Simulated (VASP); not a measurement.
# Cd (P6_3/mmc) in VASP: settings compared

Aim: see how the results for Cd move with the level of theory and the settings. Levels: revPBE, r2SCAN. Tasks: single point.

All numbers are computed with VASP 6.6.1; they aren't measurements. Logs are shortened: lines on timing, memory, paths and dates and some standing lists are left out, and cuts for length are marked.

### 1 The cell of the first run

It takes space group P6_3/mmc (No. 194, hexagonal). The conventional cell has a = 3.287 Å, b = 3.287 Å, c = 5.154 Å, α = 90.00°, β = 90.00°, γ = 120.00°. Cd (site symmetry -6m2) has 12 Cd at 3.20 to 3.29 Å within 4.2 Å.

### 2 Single point, revPBE

Input file INCAR:

```
SYSTEM = Cd
PREC     = Accurate       ! precision mode
ENCUT    = 520            ! plane-wave cutoff, eV
EDIFF    = 1E-7           ! SCF threshold, eV
ISMEAR   = 1              ! smearing method
SIGMA    = 0.2586         ! smearing width, eV
LREAL    = .False.        ! projectors in reciprocal space
LASPH    = .True.         ! aspherical terms in the spheres
NELM     = 80             ! most SCF steps
ALGO     = Normal         ! electronic algorithm
ISIF     = 2              ! what is computed and relaxed
LWAVE    = .False.        ! write WAVECAR
LCHARG   = .False.        ! write CHGCAR
GGA      = RE             ! functional
NBANDS   = 19             ! bands
```

Input file KPOINTS:

```
Automatic mesh
0
Gamma
  6 6 4
  0 0 0
```

Input file POSCAR:

```
Cd
1.0
    3.2871350000      0.0000000000      0.0000000000
   -1.6435680000      2.8467470000      0.0000000000
    0.0000000000      0.0000000000      5.1539800000
Cd
2
Direct
    0.3333300000      0.6666700000      0.2500000000
    0.6666600000      0.3333300000      0.7500000000
```

Potentials or basis: VASP PAW PBE potentials, release 64 (Cd).

Launch:

```console
$ cat potpaw_PBE.64/Cd/POTCAR > POTCAR
$ mpirun -np 1 vasp_std > vasp.out
```

OUTCAR:

```text
SYSTEM = Cd
   PREC = Accurate
   ENCUT = 520
   EDIFF = 1E-7
   ISMEAR = 1
   LREAL = .False.
   LASPH = .True.
   NELM = 80
   ISIF = 2
   GGA = RE

 ion  position               nearest neighbor table
   1  0.333  0.667  0.250-   2 3.20   2 3.20   2 3.20   2 3.20   2 3.20   2 3.20
   2  0.667  0.333  0.750-   1 3.20   1 3.20   1 3.20   1 3.20   1 3.20   1 3.20

  LATTYP: Found a hexagonal cell.
 ALAT       =     3.2871350000
 C/A-ratio  =     1.5679246517

  Lattice vectors:

 A1 = (   3.2871350000,   0.0000000000,   0.0000000000)
 A2 = (  -1.6435680000,   2.8467470000,   0.0000000000)
 A3 = (   0.0000000000,   0.0000000000,   5.1539800000)

Analysis of symmetry for initial positions (statically):
=====================================================================
 Subroutine PRICEL returns:
 Original cell was already a primitive cell.

 Routine SETGRP: Setting up the symmetry group for a
 hexagonal supercell.

 Subroutine GETGRP returns: Found  8 space group operations
 (whereof  2 operations were pure point group operations)
 out of a pool of 24 trial point group operations.

The static configuration has the point symmetry C_2 .
 The point group associated with its full space group is D_2h.

Analysis of symmetry for dynamics (positions and initial velocities):
=====================================================================
 Subroutine PRICEL returns:
 Original cell was already a primitive cell.

 Routine SETGRP: Setting up the symmetry group for a
 hexagonal supercell.

 Subroutine GETGRP returns: Found  8 space group operations
 (whereof  2 operations were pure point group operations)
 out of a pool of 24 trial point group operations.

The dynamic configuration has the point symmetry C_2 .
 The point group associated with its full space group is D_2h.

 Subroutine INISYM returns: Found  8 space group operations
 (whereof  2 operations are pure point group operations),
 and found     1 'primitive' translations

----------------------------------------------------------------------------------------

                                     Primitive cell

  volume of cell :      48.2291

  direct lattice vectors                    reciprocal lattice vectors
     3.287135000  0.000000000  0.000000000     0.304216286  0.175639125  0.000000000
    -1.643568000  2.846747000  0.000000000     0.000000000  0.351278143  0.000000000
     0.000000000  0.000000000  5.153980000     0.000000000  0.000000000  0.194024812

  length of vectors
     3.287135000  3.287139220  5.153980000     0.351278594  0.351278143  0.194024812

  position of ions in fractional coordinates (direct lattice)
     0.333330000  0.666670000  0.250000000
     0.666660000  0.333330000  0.750000000

  ion indices of the primitive-cell ions
   primitive index   ion index
                 1           1
                 2           2

----------------------------------------------------------------------------------------

 KPOINTS: Automatic mesh

Automatic generation of k-mesh.
 Grid dimensions read from file:
 generate k-points for:    6    6    4

 Generating k-lattice:

  Cartesian coordinates                     Fractional coordinates (reciprocal lattice)
     0.050702714  0.029273187  0.000000000     0.166666667  0.000000000  0.000000000
     0.000000000  0.058546357  0.000000000     0.000000000  0.166666667  0.000000000
     0.000000000  0.000000000  0.048506203     0.000000000  0.000000000  0.250000000

  Length of vectors
     0.058546432  0.058546357  0.048506203

  Shift w.r.t. Gamma in fractional coordinates (k-lattice)
     0.000000000  0.000000000  0.000000000

 Subroutine IBZKPT returns following result:
 ===========================================

 Found     39 irreducible k-points:

 Following reciprocal coordinates:
            Coordinates               Weight
  0.000000  0.000000  0.000000      1.000000
  0.166667 -0.000000  0.000000      4.000000
  0.000000  0.166667  0.000000      2.000000
  0.333333 -0.000000  0.000000      4.000000
  0.000000  0.333333  0.000000      2.000000
  0.500000  0.000000  0.000000      2.000000
[... 16 lines left out ...]
  0.333333  0.166667  0.250000      8.000000
 -0.166667  0.500000  0.250000      8.000000
 [... further k-points ...]
   k-points           NKPTS =     39   k-points in BZ     NKDIM =     39   number of bands    NBANDS=     19
   number of dos      NEDOS =    301   number of ions     NIONS =      2
   total plane-waves  NPLWV =  23040
   dimension x,y,z NGX =    24 NGY =   24 NGZ =   40
   dimension x,y,z NGXF=    48 NGYF=   48 NGZF=   80
   ions per type =               2
   NGX,Y,Z   is equivalent  to a cutoff of  12.14, 12.14, 12.90 a.u.
   NGXF,Y,Z  is equivalent  to a cutoff of  24.28, 24.28, 25.80 a.u.
 SYSTEM =  Cd
   PREC   = accura    normal or accurate (medium, high low for compatibility)
   ISTART =      0    job   : 0-new  1-cont  2-samecut
   ICHARG =      2    charge: 1-file 2-atom 10-const
   ISPIN  =      1    spin polarized calculation?
   LNONCOLLINEAR =      F non collinear calculations
   LSORBIT =      F    spin-orbit coupling
   LASPH  =      T    aspherical Exc in radial PAW
   ENCUT  =  520.0 eV  38.22 Ry    6.18 a.u.   6.11  6.11  9.58*2*pi/ulx,y,z
   NELM   =     80;   NELMIN=  2; NELMDL= -5     # of ELM steps
   EDIFF  = 0.1E-06   stopping-criterion for ELM
   LREAL  =      F    real-space projection
   EDIFFG = 0.1E-05   stopping-criterion for IOM
   NSW    =      0    number of steps for IOM
   IBRION =     -1    ionic relax: 0-MD 1-quasi-New 2-CG
   NFREE  =      0    steps in history (QN), initial steepest desc. (CG)
   ISIF   =      2    stress and relaxation
   ISYM   =      2    0-nonsym 1-usesym 2-fastsym
   POTIM  = 0.5000    time-step for ionic-motion
   TEBEG  =    0.0;   TEEND  =   0.0 temperature during run
   PSTRESS=    0.0 pullay stress
   NELECT =      24.0000    total number of electrons
   NUPDOWN=      -1.0000    fix difference up-down
   EMIN   =  10.00;   EMAX   =-10.00  energy-range for DOS
   EFERMI =   0.00;   METHOD = LEGACY
   ISMEAR =     1;   SIGMA  =   0.26  broadening in eV -4-tet -1-fermi 0-gaus
   EFERMI_NEDOS =   21; number of points for ismear=-14 and -15
   IALGO  =     38    algorithm
   IMIX   =      4    mixing-type and parameters
     AMIX     =   0.40;   BMIX     =  1.00
     AMIX_MAG =   1.60;   BMIX_MAG =  1.00
  volume/ion in A,a.u.               =      24.11       162.73
  Fermi-wavevector in a.u.,A,eV,Ry     =   1.297305  2.451552 22.898620  1.683001
  Thomas-Fermi vector in A             =   2.428706
   LORBIT       =      0    0 simple, 1 ext, 2 COOP (PROOUT), +10 PAW based schemes
   GGA     = RE    functional components
   LHFCALC =     F    Hartree Fock is set to
   AEXX    =    0.0000 exact exchange contribution
   IVDW    =     0    specifies the selected vdW correction
   LEPSILON=     F    determine dielectric tensor
   LRPA    =     F    only Hartree local field effects (RPA)
 non-spin polarized calculation
 Methfessel and Paxton  Order N= 1 SIGMA  =   0.26
  energy-cutoff  :      520.00
  volume of cell :       48.23
 maximum number of plane-waves:      1314
   NGX = 13   NGY = 13   NGZ = 19

 number of electron      23.9999999 magnetization

 Free energy of the ion-electron system (eV)
  ---------------------------------------------------
  ext. energy  EPLUGINS =         0.00000000
  ---------------------------------------------------
  free energy    TOTEN  =        -0.71650964 eV

  energy without entropy =       -0.72775646  energy(sigma->0) =       -0.72025858

 E-fermi :   2.3071     XC(G=0): -10.3802

 val. band max:        2.0671228440   @ k =   0.5000   0.3333   0.2500
 cond. band min:       2.5005642605   @ k =  -0.1667   0.5000   0.2500
 fundamental gap:      0.4334414165
 Fermi energy:         2.3071208494

 k-point     1 :       0.0000    0.0000    0.0000
  band No.  band energies     occupation
      1      -7.0413      2.00000
      2      -6.6310      2.00000
      3      -6.6310      2.00000
      4      -6.6238      2.00000
      5      -6.5469      2.00000
      6      -6.5469      2.00000
[... 11 lines left out ...]
     18      15.2443      0.00000
     19      15.8942      0.00000

 k-point     2 :       0.1667   -0.0000    0.0000
  band No.  band energies     occupation
      1      -6.9642      2.00000
      2      -6.7382      2.00000
      3      -6.5994      2.00000
      4      -6.5774      2.00000
      5      -6.5675      2.00000
      6      -6.4934      2.00000
[... 11 lines left out ...]
     18      14.8715      0.00000
     19      16.5961      0.00000

 k-point     3 :       0.0000    0.1667    0.0000
  band No.  band energies     occupation
      1      -6.9642      2.00000
      2      -6.7382      2.00000
      3      -6.5994      2.00000
      4      -6.5774      2.00000
      5      -6.5675      2.00000
      6      -6.4934      2.00000
[... 11 lines left out ...]
     18      14.8714      0.00000
     19      16.5961      0.00000

 k-point     4 :       0.3333   -0.0000    0.0000
  band No.  band energies     occupation
      1      -7.0727      2.00000
      2      -6.8583      2.00000
      3      -6.7986      2.00000
      4      -6.6821      2.00000
      5      -6.4887      2.00000
      6      -6.3848      2.00000
[... 11 lines left out ...]
     18      12.4559      0.00000
     19      14.7615      0.00000

 k-point     5 :       0.0000    0.3333    0.0000
  band No.  band energies     occupation
      1      -7.0727      2.00000
      2      -6.8583      2.00000
      3      -6.7986      2.00000
      4      -6.6821      2.00000
      5      -6.4887      2.00000
      6      -6.3848      2.00000
[... 11 lines left out ...]
     18      12.4559      0.00000
     19      14.7616      0.00000

 k-point     6 :       0.5000    0.0000    0.0000
  band No.  band energies     occupation
      1      -7.1576      2.00000
      2      -6.9945      2.00000
      3      -6.8647      2.00000
      4      -6.7334      2.00000
      5      -6.4394      2.00000
      6      -6.4079      2.00000
[... 11 lines left out ...]
     18      12.1787      0.00000
     19      13.9548      0.00000

 k-point     7 :       0.0000    0.5000    0.0000
  band No.  band energies     occupation
      1      -7.1576      2.00000
      2      -6.9945      2.00000
      3      -6.8647      2.00000
      4      -6.7334      2.00000
      5      -6.4394      2.00000
      6      -6.4079      2.00000
[... 11 lines left out ...]
     18      12.1787      0.00000
     19      13.9549      0.00000

 k-point     8 :       0.1667    0.1667    0.0000
  band No.  band energies     occupation
      1      -6.8866      2.00000
      2      -6.8420      2.00000
      3      -6.7840      2.00000
      4      -6.6572      2.00000
      5      -6.5046      2.00000
      6      -6.3804      2.00000
[... 256 lines left out ...]
 k-point    20 :       0.0000    0.5000    0.2500
  band No.  band energies     occupation
      1      -7.0944      2.00000
      2      -7.0864      2.00000
      3      -6.7872      2.00000
      4      -6.7181      2.00000
      5      -6.6353      2.00000
      6      -6.2939      2.00000
[... 11 lines left out ...]
     18      12.3685      0.00000
     19      12.4121      0.00000

 k-point    21 :       0.1667    0.1667    0.2500
  band No.  band energies     occupation
      1      -6.9056      2.00000
      2      -6.7947      2.00000
      3      -6.7827      2.00000
      4      -6.6472      2.00000
      5      -6.5380      2.00000
      6      -6.4467      2.00000
[... 11 lines left out ...]
     18      14.2161      0.00000
     19      15.9573      0.00000

 k-point    22 :      -0.3333    0.1667    0.2500
  band No.  band energies     occupation
      1      -6.9056      2.00000
      2      -6.7947      2.00000
      3      -6.7827      2.00000
      4      -6.6472      2.00000
      5      -6.5380      2.00000
      6      -6.4467      2.00000
[... 11 lines left out ...]
     18      14.2161      0.00000
     19      15.9573      0.00000

 k-point    23 :       0.3333    0.1667    0.2500
  band No.  band energies     occupation
      1      -7.0106      2.00000
      2      -6.9223      2.00000
      3      -6.7642      2.00000
      4      -6.6984      2.00000
      5      -6.6128      2.00000
      6      -6.3592      2.00000
[... 11 lines left out ...]
     18      11.6415      0.00000
     19      14.5456      0.00000

 k-point    24 :      -0.1667    0.5000    0.2500
  band No.  band energies     occupation
      1      -7.0106      2.00000
      2      -6.9223      2.00000
      3      -6.7642      2.00000
      4      -6.6984      2.00000
      5      -6.6128      2.00000
      6      -6.3592      2.00000
[... 11 lines left out ...]
     18      11.6415      0.00000
     19      14.5457      0.00000

 [... further k-points ...]
[... 5 lines left out ...]
  --------------------------------------------------------------------------------------
  -------------------------------------------------------------------------------------
  Total       -0.2881044     -0.2881007     -0.0105912      0.0000001      0.0000000      0.0000000
  in kB       -9.5708675     -9.5707464     -0.3518400      0.0000017      0.0000000      0.0000000
  external PRESSURE =      -6.4978180 kB  Pullay stress =       0.0000000 kB

 VOLUME and BASIS-vectors are now :
 -----------------------------------------------------------------------------
  energy-cutoff  :      520.00
  volume of cell :       48.23
      direct lattice vectors                 reciprocal lattice vectors
     3.287135000  0.000000000  0.000000000     0.304216286  0.175639125  0.000000000
    -1.643568000  2.846747000  0.000000000     0.000000000  0.351278143  0.000000000
     0.000000000  0.000000000  5.153980000     0.000000000  0.000000000  0.194024812

 POSITION                                       TOTAL-FORCE (eV/Angst)
 -----------------------------------------------------------------------------------
     -0.00002      1.89784      1.28849         0.000000     -0.000007      0.000000
      1.64355      0.94891      3.86548        -0.000000      0.000007     -0.000000
 -----------------------------------------------------------------------------------
    total drift:                               -0.000000     -0.000000     -0.000000

  FREE ENERGIE OF THE ION-ELECTRON SYSTEM (eV)
  ---------------------------------------------------
  free  energy   TOTEN  =        -0.7165096378 eV

  energy  without entropy=       -0.7277564560  energy(sigma->0) =       -0.72025858
```

It took 17 s on 1 thread of Intel Xeon Platinum 8259CL at 2.50GHz (Skylake/Cascade Lake), shared host; peak memory 0.17 GiB.

Results:

| Item | Value |
| --- | --- |
| Free energy | -0.7165 eV |
| Pressure | -0.6 GPa |
| Band gap on the k mesh | zero (band 12 reaches 3.00 eV, above the bottom of band 13 at 1.29 eV) |

Caveat: the k points lie up to 0.37 Å⁻¹ apart; the PAW data sets were made with another functional, which shifts forces and pressure a little.

### 3 Single point, r2SCAN

POSCAR is that of step 2.

Input file INCAR.step1:

```
SYSTEM = Cd
ALGO = Normal
EDIFF = 1E-4
ENCUT = 520
GGA = PE
ISMEAR = 1
LASPH = .True.
LCHARG = .False.
LREAL = .False.
LWAVE = .True.
NBANDS = 19
NELM = 80
PREC = Accurate
SIGMA = 0.2586
```

Input file INCAR.step2:

```
SYSTEM = Cd
ALGO = Normal
EDIFF = 1E-6
ENCUT = 520
ISIF = 2
ISMEAR = 1
ISTART = 1
LASPH = .True.
LCHARG = .True.
LELF = .True.
LMIXTAU = .True.
LREAL = .False.
LVHAR = .True.
LWAVE = .False.
METAGGA = R2SCAN
NBANDS = 19
NELM = 80
PREC = Accurate
SIGMA = 0.2586
```

Input file KPOINTS:

```
k-points
0
Gamma
  6 6 4
  0 0 0
```

Potentials or basis: VASP PAW PBE potentials, release 64 (Cd).

Launch:

```console
$ cat potpaw_PBE.64/Cd/POTCAR > POTCAR
$ cp INCAR.step1 INCAR
$ mpirun -np 1 vasp_std > vasp.out
$ cp INCAR.step2 INCAR
$ mpirun -np 1 vasp_std > vasp.out
```

It took 65 s on 1 thread of Intel Xeon Platinum 8259CL at 2.50GHz (Skylake/Cascade Lake), shared host; peak memory 0.18 GiB.

The run converged. Its results:

* Free energy: -39.9739 eV
* Pressure: -4.6 GPa
* Band gap on the k mesh: zero (band 12 reaches 2.95 eV, above the bottom of band 13 at 1.14 eV)

Stress tensor (GPa, compression positive):
```
-4.68  0.00  0.00
 0.00 -4.68  0.00
 0.00  0.00 -4.47
```

Levels at points of the mesh, in eV from the Fermi level:
```tsv
k point	band 9	band 10	band 11	band 12	band 13	band 14	band 15	band 16
(0.00, 0.00, 0.00)	-8.81	-8.81	-8.51	-1.92	-1.07	11.50	11.50	13.02
(0.50, 0.00, 0.00)	-8.76	-8.73	-2.81	-2.67	3.16	3.18	3.81	5.59
(0.00, 0.50, 0.00)	-8.76	-8.73	-2.81	-2.67	3.16	3.18	3.81	5.59
(0.00, 0.00, 0.50)	-8.94	-8.94	-6.77	-6.77	6.77	6.77	12.78	12.78
(0.50, 0.00, 0.50)	-8.78	-8.78	-1.63	-1.63	-0.50	-0.50	8.35	8.35
(0.00, 0.50, 0.50)	-8.78	-8.78	-1.63	-1.63	-0.50	-0.50	8.35	8.35
```

Caveat: the k points lie up to 0.37 Å⁻¹ apart; the PAW data sets were made with another functional, which shifts forces and pressure a little.
